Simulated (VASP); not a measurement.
Here is a VASP 6.6.1 calculation.

File INCAR:

```
PREC = Accurate ; ENCUT = 520
EDIFF = 1E-6 ; ISMEAR = 0
SIGMA = 0.02 ; LREAL = Auto
LASPH = True ; NELM = 100
ALGO = Normal ; ISIF = 2
LWAVE = False ; LCHARG = False
GGA = PE ; NBANDS = 76
NELECT = 114.0
```

File KPOINTS:

```
regular mesh
0
Gamma
  2 2 2
```

POSCAR

```
B14HN14
1.0
    1.2560905718     -6.5268380678      0.0000000000
   -6.2804528590      2.1756126893      0.0000000000
    0.0000000000      0.0000000000     -8.3431635353
B N H
14 14 1
Direct
    0.6278971096      0.4835583847      0.7456462976
    0.3422881781      0.6263102425      0.7455011488
    0.0569417817      0.7697959277      0.7436892461
    0.4846735266      0.0549668718      0.7436682709
    0.1995491622      0.1974565926      0.7450121256
    0.9137207182      0.3406475659      0.7455202063
    0.7710479966      0.9123280196      0.7455643143
    0.6540357350      0.3672171692      0.2948161078
    0.3671954272      0.5116807317      0.2910831113
    0.0829844221      0.6576275697      0.2949136727
    0.5142189509      0.9444272108      0.2903058282
    0.2270128093      0.0850127628      0.2310347858
    0.9443857410      0.2286679094      0.2956485258
    0.7999593890      0.7973682088      0.2902979175
    0.6069735688      0.5596350862      0.2916283481
    0.3224609572      0.7046656137      0.2917473677
    0.0340732933      0.8433154840      0.2853381682
    0.4683094299      0.1325947473      0.2853597427
    0.1790300074      0.2775925468      0.2874101640
    0.8937632837      0.4178580260      0.3051249073
    0.7519839155      0.9891780172      0.2917527614
    0.6756029065      0.2930892855      0.7458872134
    0.3899389068      0.4359747053      0.7459899322
    0.1042068838      0.5788500234      0.7459111851
    0.5327800592      0.8645344740      0.7457389483
    0.2471048968      0.0071831016      0.7408464396
    0.9613560911      0.1502820487      0.7458200925
    0.8184930788      0.7217069439      0.7458646799
    0.2264687939      0.0872297475      0.0793848757
```

Potentials or basis: VASP PAW PBE potentials, release 64 (B, N, H).

Run with:

```bash
$ cat potpaw_PBE.64/B/POTCAR potpaw_PBE.64/N/POTCAR potpaw_PBE.64/H/POTCAR > POTCAR
$ mpirun -np 1 vasp_std > vasp.out
```

What does it give for the largest force?

0.009 eV/Å.

Forces in eV/Å, atoms in the order of the input:
```
B    0.002  0.001 -0.001
B    0.002  0.001  0.000
B    0.000 -0.002  0.000
B   -0.001  0.000  0.000
B    0.001 -0.001  0.001
B    0.001 -0.002  0.000
B    0.000  0.000 -0.001
B   -0.002  0.003 -0.003
B    0.001 -0.003 -0.003
B   -0.002 -0.003 -0.003
B    0.001  0.001 -0.002
B    0.000  0.001 -0.003
B    0.003  0.001 -0.005
B   -0.005  0.002  0.000
N    0.000  0.000  0.001
N   -0.001  0.001  0.000
N    0.000  0.001  0.003
N    0.000  0.000  0.002
N   -0.003  0.001  0.002
N   -0.001  0.000  0.002
N   -0.001  0.000  0.001
N    0.001  0.000  0.000
N    0.000 -0.001  0.000
N    0.001  0.000  0.000
N    0.001 -0.001  0.001
N    0.001  0.000  0.000
N    0.001  0.000  0.000
N    0.001  0.000  0.001
H   -0.001  0.001  0.009
```

Caveat: the k points lie up to 0.55 Å⁻¹ apart; the cell carries a net charge on a neutralising background, which shifts energy and pressure.
